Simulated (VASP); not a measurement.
Runs of VASP 6.6.1 on Tl. The structure is that of space group P6_3/mmc (No. 194), or close to it. The cells are those of the table. 

```tsv
task	cell	k mesh	cutoff (eV)	gap on the mesh (eV)	pressure (GPa)	relaxed volume (Å³/atom)
relaxation of cell and atoms	relaxed from a = 3.612, b = 3.612, c = 5.565 Å, angles 90.0, 90.0, 120.0°, 2 atoms	15 × 15 × 8	600	none	0.0	(a)
single point	a = 3.612, b = 3.612, c = 5.565 Å, angles 90.0, 90.0, 120.0°, 2 atoms	15 × 15 × 8	520	none	-0.1	-
single point	a = 3.456, b = 3.456, c = 5.525 Å, angles 90.0, 90.0, 120.0°, 2 atoms	6 × 6 × 4	520	none	3.0	-
relaxation of cell and atoms	relaxed from a = 3.456, b = 3.456, c = 5.525 Å, angles 90.0, 90.0, 120.0°, 2 atoms	15 × 15 × 8	600	none	0.0	31.36
```

Alike in all rows: level PBE; potentials or basis VASP PAW PBE potentials, release 64 (Tl_d); no spin polarisation; smearing gaussian 0.1 eV.

Fill in the values left out.

(a) 31.42.

Caveats: spin-orbit coupling is left out, which moves the levels of the heavy elements.

A k mesh can miss the band edges, and the runs leave out spin-orbit coupling on Tl.

A gap of «none» marks levels without a gap at the run's occupations.
